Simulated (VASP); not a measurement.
# MoS2 (C2/m) in VASP: notebook

MoS2 is run at these levels: PBEsol+D3(BJ); tasks: single point.

All numbers are computed with VASP 6.6.1; they aren't measurements. Logs are shortened: lines on timing, memory, paths and dates and some standing lists are left out, and cuts for length are marked.

## (1) The cell of the first run

Symmetry: C2/m, No. 12, monoclinic system. Conventional cell: a = 5.708 Å, b = 3.080 Å, c = 6.101 Å, α = 90.00°, β = 108.17°, γ = 90.00°. Within 3.1 Å of Mo (site symmetry 2/m) lie 6 S at 2.37 to 2.60 Å and 2 Mo at 3.08 Å. Within 3.1 Å of S (site symmetry m) lie 3 Mo at 2.37 to 2.60 Å and 4 S at 3.08 Å.

## (2) Single point, PBEsol+D3(BJ) (mode 7 frozen in at -0.131 Å, normal strain along y +0.0700)

Input file INCAR:

```
  ALGO = Normal
  EDIFF = 1E-6
  ENCUT = 520
  GGA = PS
  ISIF = 2
  ISMEAR = 0
  IVDW = 12
  LASPH = T
  LCHARG = T
  LELF = T
  LREAL = F
  LVHAR = T
  LWAVE = F
  NBANDS = 20
  NELM = 100
  PREC = Accurate
  SIGMA = 0.15
```

Input file KPOINTS:

```
k-points
0
Gamma
  15 15 15
```

Input file POSCAR:

```
MoS2
1.0
    1.5399048573      0.9512989978      5.7970502989
   -1.5399048573      0.9512989978      5.7970502989
    0.0000000000     -1.9025979955      5.7970502989
Mo S
1 2
Direct
    0.0000000000      0.0000000000      0.0000000000
    0.7346701195      0.7346701195      0.8083430658
    0.2653298805      0.2653298805      0.1916569342
```

Potentials or basis: VASP PAW PBE potentials, release 64 (Mo_sv, S).

Run with:

```console
> cat potpaw_PBE.64/Mo_sv/POTCAR potpaw_PBE.64/S/POTCAR > POTCAR
> mpirun -np 1 vasp_std > vasp.out
```

OUTCAR:

```text
EDIFF = 1E-6
   ENCUT = 520
   GGA = PS
   ISIF = 2
   ISMEAR = 0
   IVDW = 12
   LASPH = T
   LREAL = F
   NELM = 100
   PREC = Accurate
 IVDW          = 12

 ion  position               nearest neighbor table
   1  0.000  0.000  0.000-   2 2.37   2 2.37   3 2.37   3 2.37   2 2.60   3 2.60
   2  0.735  0.735  0.808-   1 2.37   1 2.37   1 2.60
   3  0.265  0.265  0.192-   1 2.37   1 2.37   1 2.60

  LATTYP: Found a base centered monoclinic cell.
 ALAT       =     5.7077939866
 B/A-ratio  =     0.5395796908
 C/A-ratio  =     1.0689391404
 COS(beta)  =    -0.3118356516

  Lattice vectors:

 A1 = (   1.5399048573,   2.8538969933,   0.0000000000)
 A2 = (  -1.5399048573,   2.8538969933,   0.0000000000)
 A3 = (   0.0000000000,  -1.9025979955,   5.7970502989)

Analysis of symmetry for initial positions (statically):
=====================================================================
 Subroutine PRICEL returns:
 Original cell was already a primitive cell.

 Routine SETGRP: Setting up the symmetry group for a
 base centered monoclinic supercell.

 Subroutine GETGRP returns: Found  4 space group operations
 (whereof  4 operations were pure point group operations)
 out of a pool of  4 trial point group operations.

The static configuration has the point symmetry C_2h.

Analysis of symmetry for dynamics (positions and initial velocities):
=====================================================================
 Subroutine PRICEL returns:
 Original cell was already a primitive cell.

 Routine SETGRP: Setting up the symmetry group for a
 base centered monoclinic supercell.

 Subroutine GETGRP returns: Found  4 space group operations
 (whereof  4 operations were pure point group operations)
 out of a pool of  4 trial point group operations.

The dynamic configuration has the point symmetry C_2h.

 Subroutine INISYM returns: Found  4 space group operations
 (whereof  4 operations are pure point group operations),
 and found     1 'primitive' translations

----------------------------------------------------------------------------------------

                                     Primitive cell

  volume of cell :      50.9529

  direct lattice vectors                    reciprocal lattice vectors
     1.539904857  0.951298998  5.797050299     0.324695385  0.175199035  0.057500507
    -1.539904857  0.951298998  5.797050299    -0.324695385  0.175199035  0.057500507
     0.000000000 -1.902597996  5.797050299     0.000000000 -0.350398071  0.057500507

  length of vectors
     6.073060919  6.073060919  6.101284398     0.373400727  0.373400727  0.355084661

  position of ions in fractional coordinates (direct lattice)
     0.000000000  0.000000000  0.000000000
     0.734670120  0.734670120  0.808343066
     0.265329880  0.265329880  0.191656934

  ion indices of the primitive-cell ions
   primitive index   ion index
                 1           1
                 2           2
                 3           3

----------------------------------------------------------------------------------------

 KPOINTS: k-points

Automatic generation of k-mesh.
 Grid dimensions read from file:
 generate k-points for:   15   15   15

 Generating k-lattice:

  Cartesian coordinates                     Fractional coordinates (reciprocal lattice)
     0.021646359  0.011679936  0.003833367     0.066666667  0.000000000  0.000000000
    -0.021646359  0.011679936  0.003833367     0.000000000  0.066666667  0.000000000
     0.000000000 -0.023359871  0.003833367     0.000000000  0.000000000  0.066666667

  Length of vectors
     0.024893382  0.024893382  0.023672311

  Shift w.r.t. Gamma in fractional coordinates (k-lattice)
     0.000000000  0.000000000  0.000000000

 Subroutine IBZKPT returns following result:
 ===========================================

 Found    904 irreducible k-points:

 Following reciprocal coordinates:
            Coordinates               Weight
  0.000000  0.000000  0.000000      1.000000
  0.066667 -0.000000  0.000000      4.000000
  0.133333  0.000000  0.000000      4.000000
  0.200000 -0.000000 -0.000000      4.000000
  0.266667  0.000000  0.000000      4.000000
  0.333333 -0.000000  0.000000      4.000000
[... 16 lines left out ...]
  0.133333  0.133333  0.000000      2.000000
  0.200000  0.133333  0.000000      4.000000
 [... further k-points ...]
   k-points           NKPTS =    904   k-points in BZ     NKDIM =    904   number of bands    NBANDS=     20
   number of dos      NEDOS =    301   number of ions     NIONS =      3
   total plane-waves  NPLWV = 110592
   dimension x,y,z NGX =    48 NGY =   48 NGZ =   48
   dimension x,y,z NGXF=    96 NGYF=   96 NGZF=   96
   ions per type =               1   2
   NGX,Y,Z   is equivalent  to a cutoff of  13.14, 13.14, 13.08 a.u.
   NGXF,Y,Z  is equivalent  to a cutoff of  26.28, 26.28, 26.16 a.u.
 SYSTEM =  unknown system
   PREC   = accura    normal or accurate (medium, high low for compatibility)
   ISTART =      0    job   : 0-new  1-cont  2-samecut
   ICHARG =      2    charge: 1-file 2-atom 10-const
   ISPIN  =      1    spin polarized calculation?
   LNONCOLLINEAR =      F non collinear calculations
   LSORBIT =      F    spin-orbit coupling
   LASPH  =      T    aspherical Exc in radial PAW
   ENCUT  =  520.0 eV  38.22 Ry    6.18 a.u.  11.29 11.29 11.34*2*pi/ulx,y,z
   NELM   =    100;   NELMIN=  2; NELMDL= -5     # of ELM steps
   EDIFF  = 0.1E-05   stopping-criterion for ELM
   LREAL  =      F    real-space projection
[... 7 lines left out ...]
   TEBEG  =    0.0;   TEEND  =   0.0 temperature during run
   PSTRESS=    0.0 pullay stress
   NELECT =      26.0000    total number of electrons
   NUPDOWN=      -1.0000    fix difference up-down
   EMIN   =  10.00;   EMAX   =-10.00  energy-range for DOS
   EFERMI =   0.00;   METHOD = LEGACY
   ISMEAR =     0;   SIGMA  =   0.15  broadening in eV -4-tet -1-fermi 0-gaus
   EFERMI_NEDOS =   21; number of points for ismear=-14 and -15
   IALGO  =     38    algorithm
   IMIX   =      4    mixing-type and parameters
     AMIX     =   0.40;   BMIX     =  1.00
     AMIX_MAG =   1.60;   BMIX_MAG =  1.00
  volume/ion in A,a.u.               =      16.98       114.62
  Fermi-wavevector in a.u.,A,eV,Ry     =   1.308206  2.472151 23.285057  1.711403
  Thomas-Fermi vector in A             =   2.438889
   LORBIT       =      0    0 simple, 1 ext, 2 COOP (PROOUT), +10 PAW based schemes
   GGA     = PS    functional components
   LHFCALC =     F    Hartree Fock is set to
   AEXX    =    0.0000 exact exchange contribution
   IVDW    =    12    specifies the selected vdW correction
   LEPSILON=     F    determine dielectric tensor
   LRPA    =     F    only Hartree local field effects (RPA)
 non-spin polarized calculation
 Gauss-broadening in eV      SIGMA  =   0.15
  energy-cutoff  :      520.00
  volume of cell :       50.95
 maximum number of plane-waves:      1397
 NGX is ok and might be reduce to    48
   NGX = 23   NGY = 23   NGZ = 23

 number of electron      26.0000000 magnetization

 Free energy of the ion-electron system (eV)
  ---------------------------------------------------
  ext. energy  EPLUGINS =         0.00000000
  ---------------------------------------------------
  free energy    TOTEN  =       -22.30724006 eV

  energy without entropy =      -22.29571968  energy(sigma->0) =      -22.30147987

 E-fermi :   8.2210     XC(G=0): -11.4002

 val. band max:        8.2149526293   @ k =  -0.2667   0.3333   0.0667
 cond. band min:       8.2227859080   @ k =  -0.4000   0.0667   0.3333
 fundamental gap:      0.0078332787
 Fermi energy:         8.2210323292

 k-point     1 :       0.0000    0.0000    0.0000
  band No.  band energies     occupation
      1     -53.3400      2.00000
      2     -27.4674      2.00000
      3     -27.3265      2.00000
      4     -27.3212      2.00000
      5      -6.9166      2.00000
      6      -4.9519      2.00000
[... 12 lines left out ...]
     19      15.0907      0.00000
     20      17.1223      0.00000

 k-point     2 :       0.0667   -0.0000    0.0000
  band No.  band energies     occupation
      1     -53.3381      2.00000
      2     -27.4643      2.00000
      3     -27.3403      2.00000
      4     -27.3292      2.00000
      5      -6.8397      2.00000
      6      -4.9423      2.00000
[... 12 lines left out ...]
     19      15.3848      0.00000
     20      17.2898      0.00000

 k-point     3 :       0.1333    0.0000    0.0000
  band No.  band energies     occupation
      1     -53.3328      2.00000
      2     -27.4561      2.00000
      3     -27.3918      2.00000
      4     -27.3386      2.00000
      5      -6.6151      2.00000
      6      -4.9124      2.00000
[... 12 lines left out ...]
     19      15.9713      0.00000
     20      17.2198      0.00000

 k-point     4 :       0.2000   -0.0000   -0.0000
  band No.  band energies     occupation
      1     -53.3250      2.00000
      2     -27.4728      2.00000
      3     -27.4393      2.00000
      4     -27.3512      2.00000
      5      -6.2632      2.00000
      6      -4.8593      2.00000
[... 12 lines left out ...]
     19      16.3476      0.00000
     20      17.6474      0.00000

 k-point     5 :       0.2667    0.0000    0.0000
  band No.  band energies     occupation
      1     -53.3160      2.00000
      2     -27.5571      2.00000
      3     -27.4304      2.00000
      4     -27.3627      2.00000
      5      -5.8262      2.00000
      6      -4.7741      2.00000
[... 12 lines left out ...]
     19      16.1241      0.00000
     20      18.2687      0.00000

 k-point     6 :       0.3333   -0.0000    0.0000
  band No.  band energies     occupation
      1     -53.3074      2.00000
      2     -27.6386      2.00000
      3     -27.4261      2.00000
      4     -27.3674      2.00000
      5      -5.3933      2.00000
      6      -4.6259      2.00000
[... 12 lines left out ...]
     19      15.6508      0.00000
     20      17.1838      0.00000

 k-point     7 :       0.4000    0.0000    0.0000
  band No.  band energies     occupation
      1     -53.3006      2.00000
      2     -27.7018      2.00000
      3     -27.4288      2.00000
      4     -27.3649      2.00000
      5      -5.1081      2.00000
      6      -4.3695      2.00000
[... 12 lines left out ...]
     19      15.4220      0.00000
     20      16.1952      0.00000
[... 277 lines left out ...]
 k-point    20 :      -0.2000    0.0667    0.0000
  band No.  band energies     occupation
      1     -53.3184      2.00000
      2     -27.5391      2.00000
      3     -27.4314      2.00000
      4     -27.3544      2.00000
      5      -5.9731      2.00000
      6      -4.8189      2.00000
[... 12 lines left out ...]
     19      16.1648      0.00000
     20      17.7100      0.00000

 k-point    21 :      -0.1333    0.0667   -0.0000
  band No.  band energies     occupation
      1     -53.3270      2.00000
      2     -27.4562      2.00000
      3     -27.4437      2.00000
      4     -27.3420      2.00000
      5      -6.3818      2.00000
      6      -4.8770      2.00000
[... 12 lines left out ...]
     19      16.1542      0.00000
     20      17.0307      0.00000

 k-point    22 :      -0.0667    0.0667    0.0000
  band No.  band energies     occupation
      1     -53.3340      2.00000
      2     -27.4565      2.00000
      3     -27.3847      2.00000
      4     -27.3328      2.00000
      5      -6.6801      2.00000
      6      -4.9172      2.00000
[... 12 lines left out ...]
     19      15.8089      0.00000
     20      17.1695      0.00000

 k-point    23 :       0.1333    0.1333    0.0000
  band No.  band energies     occupation
      1     -53.3352      2.00000
      2     -27.4656      2.00000
      3     -27.3709      2.00000
      4     -27.3311      2.00000
      5      -6.6480      2.00000
      6      -4.9438      2.00000
[... 12 lines left out ...]
     19      15.8823      0.00000
     20      16.7465      0.00000

 k-point    24 :       0.2000    0.1333    0.0000
  band No.  band energies     occupation
      1     -53.3314      2.00000
      2     -27.4674      2.00000
      3     -27.3940      2.00000
      4     -27.3464      2.00000
      5      -6.4478      2.00000
      6      -4.9241      2.00000
[... 12 lines left out ...]
     19      16.0738      0.00000
     20      16.8679      0.00000

 [... further k-points ...]

------------------------ aborting loop because EDIFF is reached ----------------------------------------

 Edisp (eV)   -1.16122

 E8    (eV) :    -0.7296

  FORCE on cell =-STRESS in cart. coord.  units (eV):
  Direction    XX          YY          ZZ          XY          YZ          ZX
  --------------------------------------------------------------------------------------
  -------------------------------------------------------------------------------------
  Total       0.69943    -5.64366    -1.41097     0.00000     3.25364     0.00000
  in kB      21.99316  -177.46081   -44.36677     0.00000   102.30825     0.00000
  external pressure =      -66.61 kB  Pullay stress =        0.00 kB

 VOLUME and BASIS-vectors are now :
 -----------------------------------------------------------------------------
  energy-cutoff  :      520.00
  volume of cell :       50.95
      direct lattice vectors                 reciprocal lattice vectors
     1.539904857  0.951298998  5.797050299     0.324695385  0.175199035  0.057500507
    -1.539904857  0.951298998  5.797050299    -0.324695385  0.175199035  0.057500507
     0.000000000 -1.902597996  5.797050299     0.000000000 -0.350398071  0.057500507

 POSITION                                       TOTAL-FORCE (eV/Angst)
 -----------------------------------------------------------------------------------
      0.00000      0.00000      0.00000         0.000000      0.000000      0.000000
      0.00000     -0.14017     13.20384         0.000000      1.085934     -0.411430
      0.00000      0.14017      4.18731         0.000000     -1.085934      0.411430
 -----------------------------------------------------------------------------------
    total drift:                               -0.000000     -0.000000      0.000000

  FREE ENERGIE OF THE ION-ELECTRON SYSTEM (eV)
  ---------------------------------------------------
  free  energy   TOTEN  =       -23.4684569040 eV

  energy  without entropy=      -23.4569365286  energy(sigma->0) =      -23.46269672
```

Wall time 17 min (1 thread of Intel Xeon 6975P-C (Granite Rapids), shared host); peak memory 0.99 GiB.

Results:

```
Free energy                : -23.4685 eV
Pressure                   : -6.7 GPa
Largest force              : 1.161 eV/Å
Band gap on the k mesh     : zero (band 13 reaches 8.55 eV, above the bottom of band 14 at 7.89 eV)
Dispersion energy per atom : -0.387 eV
```

Forces in eV/Å, atoms in the order of the input:
```
Mo   0.000  0.000  0.000
S    0.000  1.086 -0.411
S    0.000 -1.086  0.411
```

Caveat: the cell differs from its parent crystal (mode 7 frozen in at -0.131 Å, normal strain along y +0.0700); the PAW data sets were made with another functional, which shifts forces and pressure a little; pairwise dispersion overbinds metals, which lowers pressure and volume.

## (3) Single point, PBEsol+D3(BJ) (mode 7 frozen in at +0.066 Å, normal strain along y +0.0700)

Input file INCAR:

```
ALGO = Normal
EDIFF = 1E-6
ENCUT = 520
GGA = PS
ISIF = 2
ISMEAR = 0
IVDW = 12
LASPH = True
LCHARG = False
LREAL = False
LWAVE = False
NBANDS = 20
NELM = 100
PREC = Accurate
SIGMA = 0.15
```

KPOINTS is that of step 2.

Input file POSCAR:

```
MoS2
1.0
    1.5399048573      0.9512989978      5.7970502989
   -1.5399048573      0.9512989978      5.7970502989
    0.0000000000     -1.9025979955      5.7970502989
Mo S
1 2
Direct
    0.0000000000      0.0000000000      0.0000000000
    0.7715065927      0.7715065927      0.7346701195
    0.2284934073      0.2284934073      0.2653298805
```

Potentials or basis: VASP PAW PBE potentials, release 64 (Mo_sv, S).

Run with:

```console
> cat potpaw_PBE.64/Mo_sv/POTCAR potpaw_PBE.64/S/POTCAR > POTCAR
> mpirun -np 1 vasp_std > vasp.out
```

It took 17 min on 1 thread of Intel Xeon 6975P-C (Granite Rapids), shared host; peak memory 0.99 GiB.

The run converged. Its results:

```yaml
Free_energy: -23.6620 eV
Pressure: -9.2 GPa
Largest_force: 0.822 eV/Å
Band_gap_on_the_k_mesh: zero (band 13 reaches 8.56 eV, above the bottom of band 14 at 7.89 eV)
Dispersion_energy_per_atom: -0.387 eV
```

Forces in eV/Å, atoms in the order of the input:
```
Mo   0.000  0.000  0.000
S    0.000 -0.236 -0.787
S    0.000  0.236  0.787
```

Stress tensor (GPa, compression positive):
```
 -4.47   0.00   0.00
  0.00 -15.15  -1.81
  0.00  -1.81  -8.11
```

Levels at points of the mesh, in eV from the Fermi level:
| k point | band 9 | band 10 | band 11 | band 12 | band 13 | band 14 | band 15 | band 16 | band 17 | band 18 |
| --- | --- | --- | --- | --- | --- | --- | --- | --- | --- | --- |
| (0.00, 0.00, 0.00) | -3.21 | -1.40 | -1.12 | -0.92 | -0.38 | -0.20 | 0.31 | 2.88 | 3.12 | 6.00 |

Caveat: the cell differs from its parent crystal (mode 7 frozen in at +0.066 Å, normal strain along y +0.0700); the PAW data sets were made with another functional, which shifts forces and pressure a little; pairwise dispersion overbinds metals, which lowers pressure and volume.
